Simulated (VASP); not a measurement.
# MgS (F-43m) in VASP: further runs

MgS is run at these levels: PBEsol; tasks: single point, relaxation of cell and atoms.

Everything below comes from runs of VASP 6.6.1. Logs are shortened: lines on timing, memory, paths and dates and some standing lists are left out, and cuts for length are marked.

## (1) The cell of the first run

It takes space group F-43m (No. 216, cubic). Conventional cell: a = 5.666 Å, b = 5.666 Å, c = 5.666 Å, α = 90.00°, β = 90.00°, γ = 90.00°. Mg (site symmetry -43m) has 4 S at 2.45 Å within 3.2 Å. Within 3.2 Å of S (site symmetry -43m) lie 4 Mg at 2.45 Å.

## (2) Single point, PBEsol

INCAR reads:

```
SYSTEM = MgS
  PREC = Accurate
  ENCUT = 600
  EDIFF = 1E-6
  ISMEAR = 0
  SIGMA = 0.1
  LREAL = .FALSE.
  LASPH = .TRUE.
  NELM = 120
  ALGO = Normal
  ISIF = 2
  LWAVE = .FALSE.
  LCHARG = .TRUE.
  GGA = PS
  LELF = .TRUE.
  LVHAR = .TRUE.
  NBANDS = 11
  GGA_COMPAT = .FALSE.
```

KPOINTS reads:

```
Automatic mesh
0
G
  6 6 6
  0 0 0
```

POSCAR reads:

```
MgS
1.0
    0.0000000000      2.8331200500      2.8331200500
    2.8331200500      0.0000000000      2.8331200500
    2.8331200500      2.8331200500      0.0000000000
Mg S
1 1
Direct
    0.0000000000      0.0000000000      0.0000000000
    0.2500000000      0.2500000000      0.2500000000
```

Potentials or basis: VASP PAW PBE potentials, release 64 (Mg, S).

Started as:

```sh
> cat potpaw_PBE.64/Mg/POTCAR potpaw_PBE.64/S/POTCAR > POTCAR
> mpirun -np 1 vasp_std > vasp.out
```

OUTCAR:

```text
SYSTEM = MgS
   PREC = Accurate
   ENCUT = 600
   EDIFF = 1E-6
   ISMEAR = 0
   LREAL = .FALSE.
   LASPH = .TRUE.
   NELM = 120
   ISIF = 2
   GGA = PS

 ion  position               nearest neighbor table
   1  0.000  0.000  0.000-   2 2.45   2 2.45   2 2.45   2 2.45
   2  0.250  0.250  0.250-   1 2.45   1 2.45   1 2.45   1 2.45

  LATTYP: Found a face centered cubic cell.
 ALAT       =     5.6662401000

  Lattice vectors:

 A1 = (   0.0000000000,   2.8331200500,   2.8331200500)
 A2 = (   2.8331200500,   0.0000000000,   2.8331200500)
 A3 = (   2.8331200500,   2.8331200500,   0.0000000000)

Analysis of symmetry for initial positions (statically):
=====================================================================
 Subroutine PRICEL returns:
 Original cell was already a primitive cell.

 Routine SETGRP: Setting up the symmetry group for a
 face centered cubic supercell.

 Subroutine GETGRP returns: Found 24 space group operations
 (whereof 24 operations were pure point group operations)
 out of a pool of 48 trial point group operations.

The static configuration has the point symmetry T_d .

Analysis of symmetry for dynamics (positions and initial velocities):
=====================================================================
 Subroutine PRICEL returns:
 Original cell was already a primitive cell.

 Routine SETGRP: Setting up the symmetry group for a
 face centered cubic supercell.

 Subroutine GETGRP returns: Found 24 space group operations
 (whereof 24 operations were pure point group operations)
 out of a pool of 48 trial point group operations.

The dynamic configuration has the point symmetry T_d .

 Subroutine INISYM returns: Found 24 space group operations
 (whereof 24 operations are pure point group operations),
 and found     1 'primitive' translations

----------------------------------------------------------------------------------------

                                     Primitive cell

  volume of cell :      45.4805

  direct lattice vectors                    reciprocal lattice vectors
     0.000000000  2.833120050  2.833120050    -0.176483873  0.176483873  0.176483873
     2.833120050  0.000000000  2.833120050     0.176483873 -0.176483873  0.176483873
     2.833120050  2.833120050  0.000000000     0.176483873  0.176483873 -0.176483873

  length of vectors
     4.006636799  4.006636799  4.006636799     0.305679035  0.305679035  0.305679035

  position of ions in fractional coordinates (direct lattice)
     0.000000000  0.000000000  0.000000000
     0.250000000  0.250000000  0.250000000

  ion indices of the primitive-cell ions
   primitive index   ion index
                 1           1
                 2           2

----------------------------------------------------------------------------------------

 KPOINTS: Automatic mesh

Automatic generation of k-mesh.
 Grid dimensions read from file:
 generate k-points for:    6    6    6

 Generating k-lattice:

  Cartesian coordinates                     Fractional coordinates (reciprocal lattice)
    -0.029413979  0.029413979  0.029413979     0.166666667  0.000000000  0.000000000
     0.029413979 -0.029413979  0.029413979     0.000000000  0.166666667  0.000000000
     0.029413979  0.029413979 -0.029413979     0.000000000  0.000000000  0.166666667

  Length of vectors
     0.050946506  0.050946506  0.050946506

  Shift w.r.t. Gamma in fractional coordinates (k-lattice)
     0.000000000  0.000000000  0.000000000

 Subroutine IBZKPT returns following result:
 ===========================================

 Found     16 irreducible k-points:

 Following reciprocal coordinates:
            Coordinates               Weight
  0.000000  0.000000  0.000000      1.000000
  0.166667  0.000000  0.000000      8.000000
  0.333333  0.000000  0.000000      8.000000
  0.500000  0.000000  0.000000      4.000000
  0.166667  0.166667  0.000000      6.000000
  0.333333  0.166667  0.000000     24.000000
[... 8 lines left out ...]
 -0.333333  0.333333  0.166667     24.000000
 -0.333333  0.500000  0.166667     12.000000
   k-points           NKPTS =     16   k-points in BZ     NKDIM =     16   number of bands    NBANDS=     11
   number of dos      NEDOS =    301   number of ions     NIONS =      2
   total plane-waves  NPLWV =  32768
   dimension x,y,z NGX =    32 NGY =   32 NGZ =   32
   dimension x,y,z NGXF=    64 NGYF=   64 NGZF=   64
   ions per type =               1   1
   NGX,Y,Z   is equivalent  to a cutoff of  13.28, 13.28, 13.28 a.u.
   NGXF,Y,Z  is equivalent  to a cutoff of  26.56, 26.56, 26.56 a.u.
 SYSTEM =  MgS
   PREC   = accura    normal or accurate (medium, high low for compatibility)
   ISTART =      0    job   : 0-new  1-cont  2-samecut
   ICHARG =      2    charge: 1-file 2-atom 10-const
   ISPIN  =      1    spin polarized calculation?
   LNONCOLLINEAR =      F non collinear calculations
   LSORBIT =      F    spin-orbit coupling
   LASPH  =      T    aspherical Exc in radial PAW
   ENCUT  =  600.0 eV  44.10 Ry    6.64 a.u.   8.00  8.00  8.00*2*pi/ulx,y,z
   NELM   =    120;   NELMIN=  2; NELMDL= -5     # of ELM steps
   EDIFF  = 0.1E-05   stopping-criterion for ELM
   LREAL  =      F    real-space projection
   EDIFFG = 0.1E-04   stopping-criterion for IOM
   NSW    =      0    number of steps for IOM
   IBRION =     -1    ionic relax: 0-MD 1-quasi-New 2-CG
   NFREE  =      0    steps in history (QN), initial steepest desc. (CG)
   ISIF   =      2    stress and relaxation
   ISYM   =      2    0-nonsym 1-usesym 2-fastsym
   POTIM  = 0.5000    time-step for ionic-motion
   TEBEG  =    0.0;   TEEND  =   0.0 temperature during run
   PSTRESS=    0.0 pullay stress
   NELECT =       8.0000    total number of electrons
   NUPDOWN=      -1.0000    fix difference up-down
   EMIN   =  10.00;   EMAX   =-10.00  energy-range for DOS
   EFERMI =   0.00;   METHOD = LEGACY
   ISMEAR =     0;   SIGMA  =   0.10  broadening in eV -4-tet -1-fermi 0-gaus
   EFERMI_NEDOS =   21; number of points for ismear=-14 and -15
   IALGO  =     38    algorithm
   IMIX   =      4    mixing-type and parameters
     AMIX     =   0.40;   BMIX     =  1.00
     AMIX_MAG =   1.60;   BMIX_MAG =  1.00
  volume/ion in A,a.u.               =      22.74       153.46
  Fermi-wavevector in a.u.,A,eV,Ry     =   0.917269  1.733386 11.447692  0.841382
  Thomas-Fermi vector in A             =   2.042218
   LORBIT       =      0    0 simple, 1 ext, 2 COOP (PROOUT), +10 PAW based schemes
   GGA     = PS    functional components
   LHFCALC =     F    Hartree Fock is set to
   AEXX    =    0.0000 exact exchange contribution
   IVDW    =     0    specifies the selected vdW correction
   LEPSILON=     F    determine dielectric tensor
   LRPA    =     F    only Hartree local field effects (RPA)
 non-spin polarized calculation
 Gauss-broadening in eV      SIGMA  =   0.10
  energy-cutoff  :      600.00
  volume of cell :       45.48
 maximum number of plane-waves:      1527
   NGX = 17   NGY = 17   NGZ = 17

 number of electron       8.0000000 magnetization

 Free energy of the ion-electron system (eV)
  ---------------------------------------------------
  ext. energy  EPLUGINS =         0.00000000
  ---------------------------------------------------
  free energy    TOTEN  =        -8.91686914 eV

  energy without entropy =       -8.91686914  energy(sigma->0) =       -8.91686914

 E-fermi :   1.4812     XC(G=0):  -8.5676

 val. band max:        0.9873436826   @ k =   0.0000   0.0000   0.0000
 cond. band min:       4.2720202302   @ k =   0.0000   0.0000   0.0000
 fundamental gap:      3.2846765476
 Fermi energy:         1.4812201439

 k-point     1 :       0.0000    0.0000    0.0000
  band No.  band energies     occupation
      1     -10.2739      2.00000
      2       0.9873      2.00000
      3       0.9873      2.00000
      4       0.9873      2.00000
      5       4.2720      0.00000
      6       8.8537      0.00000
      7       8.8537      0.00000
      8       8.8537      0.00000
      9      11.7656      0.00000
     10      11.7656      0.00000
     11      14.5153      0.00000

 k-point     2 :       0.1667    0.0000    0.0000
  band No.  band energies     occupation
      1     -10.1210      2.00000
      2      -0.1070      2.00000
      3       0.8967      2.00000
      4       0.8967      2.00000
      5       5.2918      0.00000
      6       8.5893      0.00000
      7       9.1054      0.00000
      8       9.1054      0.00000
      9      11.1485      0.00000
     10      11.1485      0.00000
     11      13.5493      0.00000

 k-point     3 :       0.3333    0.0000    0.0000
  band No.  band energies     occupation
      1      -9.7788      2.00000
      2      -1.5747      2.00000
      3       0.7324      2.00000
      4       0.7324      2.00000
      5       5.9929      0.00000
      6       8.8173      0.00000
      7       8.8173      0.00000
      8       9.0093      0.00000
      9      12.1088      0.00000
     10      12.1088      0.00000
     11      12.9108      0.00000

 k-point     4 :       0.5000    0.0000    0.0000
  band No.  band energies     occupation
      1      -9.5839      2.00000
      2      -2.1886      2.00000
      3       0.6574      2.00000
      4       0.6574      2.00000
      5       5.9742      0.00000
      6       8.5249      0.00000
      7       8.5249      0.00000
      8       9.3997      0.00000
      9      13.6771      0.00000
     10      14.1359      0.00000
     11      14.1359      0.00000
[... 127 lines left out ...]
 k-point    14 :       0.5000    0.3333    0.1667
  band No.  band energies     occupation
      1      -9.5454      2.00000
      2      -1.4895      2.00000
      3      -0.3449      2.00000
      4       0.2833      2.00000
      5       6.5237      0.00000
      6       7.9745      0.00000
      7       8.3698      0.00000
      8      10.6910      0.00000
      9      11.5733      0.00000
     10      14.4209      0.00000
     11      15.2610      0.00000

 k-point    15 :      -0.3333    0.3333    0.1667
  band No.  band energies     occupation
      1      -9.4134      2.00000
      2      -1.5905      2.00000
      3      -0.7033      2.00000
      4       0.0772      2.00000
      5       6.6069      0.00000
      6       7.9085      0.00000
      7       9.3109      0.00000
      8      10.1783      0.00000
      9      12.1016      0.00000
     10      13.9076      0.00000
     11      15.2010      0.00000

 k-point    16 :      -0.3333    0.5000    0.1667
  band No.  band energies     occupation
      1      -9.3548      2.00000
      2      -1.5470      2.00000
      3      -0.5940      2.00000
      4      -0.2967      2.00000
      5       5.8114      0.00000
      6       7.7374      0.00000
      7      10.2522      0.00000
      8      10.2850      0.00000
      9      13.3736      0.00000
     10      14.7094      0.00000
     11      14.8321      0.00000

------------------------ aborting loop because EDIFF is reached ----------------------------------------

  FORCE on cell =-STRESS in cart. coord.  units (eV):
  Direction    XX          YY          ZZ          XY          YZ          ZX
  --------------------------------------------------------------------------------------
  -------------------------------------------------------------------------------------
  Total       -0.1437715     -0.1437715     -0.1437715      0.0000000      0.0000000     -0.0000000
  in kB       -5.0647568     -5.0647568     -5.0647568      0.0000000      0.0000000     -0.0000000
  external PRESSURE =      -5.0647568 kB  Pullay stress =       0.0000000 kB

 VOLUME and BASIS-vectors are now :
 -----------------------------------------------------------------------------
  energy-cutoff  :      600.00
  volume of cell :       45.48
      direct lattice vectors                 reciprocal lattice vectors
     0.000000000  2.833120050  2.833120050    -0.176483873  0.176483873  0.176483873
     2.833120050  0.000000000  2.833120050     0.176483873 -0.176483873  0.176483873
     2.833120050  2.833120050  0.000000000     0.176483873  0.176483873 -0.176483873

 POSITION                                       TOTAL-FORCE (eV/Angst)
 -----------------------------------------------------------------------------------
      0.00000      0.00000      0.00000        -0.000000     -0.000000     -0.000000
      1.41656      1.41656      1.41656         0.000000      0.000000      0.000000
 -----------------------------------------------------------------------------------
    total drift:                               -0.000000     -0.000000     -0.000000

  FREE ENERGIE OF THE ION-ELECTRON SYSTEM (eV)
  ---------------------------------------------------
  free  energy   TOTEN  =        -8.9168691447 eV

  energy  without entropy=       -8.9168691447  energy(sigma->0) =       -8.91686914
```

Wall time 8.1 s (1 thread of Intel Xeon Platinum 8488C (Sapphire Rapids), shared host); peak memory 0.17 GiB.

Results:

```yaml
Free_energy: -8.9169 eV
Pressure: -0.5 GPa
Band_gap_on_the_k_mesh: 3.28 eV
```

Levels at points of the mesh, in eV from the valence-band top:
```tsv
k point	band 2	band 3	band 4	band 5	band 6	band 7
(0.00, 0.00, 0.00)	0.00	0.00	0.00	3.28	7.87	7.87
(0.50, 0.00, 0.00)	-3.18	-0.33	-0.33	4.99	7.54	7.54
(0.50, 0.50, 0.00)	-2.85	-1.05	-1.05	3.71	5.54	11.01
```

Caveat: the PAW data sets were made with another functional, which shifts forces and pressure a little.

## (3) Relaxation of cell and atoms, PBEsol

INCAR reads:

```
SYSTEM = MgS
ALGO = Normal
EDIFF = 1E-7
EDIFFG = -0.002
ENCUT = 600
GGA = PS
GGA_COMPAT = .FALSE.
IBRION = 2
ISIF = 3
ISMEAR = 0
LASPH = .TRUE.
LCHARG = .FALSE.
LREAL = .FALSE.
LWAVE = .FALSE.
NELM = 120
NELMIN = 4
NSW = 100
PREC = Accurate
SIGMA = 0.02
```

KPOINTS reads:

```
k-points
0
G
  8 8 8
  0 0 0
```

POSCAR is that of step 2.

Potentials or basis: VASP PAW PBE potentials, release 64 (Mg, S).

Started as:

```sh
> cat potpaw_PBE.64/Mg/POTCAR potpaw_PBE.64/S/POTCAR > POTCAR
> mpirun -np 1 vasp_std > vasp.out
```

It took 40 s on 1 thread of Intel Xeon Platinum 8488C (Sapphire Rapids), shared host; peak memory 0.19 GiB.

The run converged. Its results:

- Free energy: -8.9181 eV
- Relaxed volume: 22.54 Å³/atom
- Relaxed cell: a = 3.995 Å, b = 3.995 Å, c = 3.995 Å, α = 60.00°, β = 60.00°, γ = 60.00°
- Space group after relaxing (to 0.1 Å): F-43m (No. 216)
- Energy gained by relaxing: 0.3 meV/atom
- Ionic steps: 3
- Pressure after relaxing: 0.0 GPa
- Band gap on the k mesh: 3.33 eV

The path:
```tsv
step	energy change (eV)	largest force (eV/Å)	pressure (GPa)	volume (Å³)
1	0.0000	0.0000	-0.50	45.48
2	-0.0006	0.0000	0.09	45.01
3	-0.0006	0.0000	0.00	45.08
```

Final structure:
```
CELL_PARAMETERS angstrom
0.00000 2.82480 2.82480
2.82480 0.00000 2.82480
2.82480 2.82480 0.00000
ATOMIC_POSITIONS crystal
Mg 0.00000 0.00000 0.00000
S 0.25000 0.25000 0.25000
```

Levels at points of the mesh, in eV from the valence-band top:
| k point | band 2 | band 3 | band 4 | band 5 | band 6 | band 7 |
| --- | --- | --- | --- | --- | --- | --- |
| (0.00, 0.00, 0.00) | 0.00 | 0.00 | 0.00 | 3.33 | 7.89 | 7.89 |
| (0.50, 0.00, 0.00) | -3.21 | -0.33 | -0.33 | 5.02 | 7.55 | 7.55 |
| (0.50, 0.50, 0.00) | -2.87 | -1.06 | -1.06 | 3.70 | 5.55 | 11.09 |

Caveat: the PAW data sets were made with another functional, which shifts forces and pressure a little. A k mesh can miss the band edges.
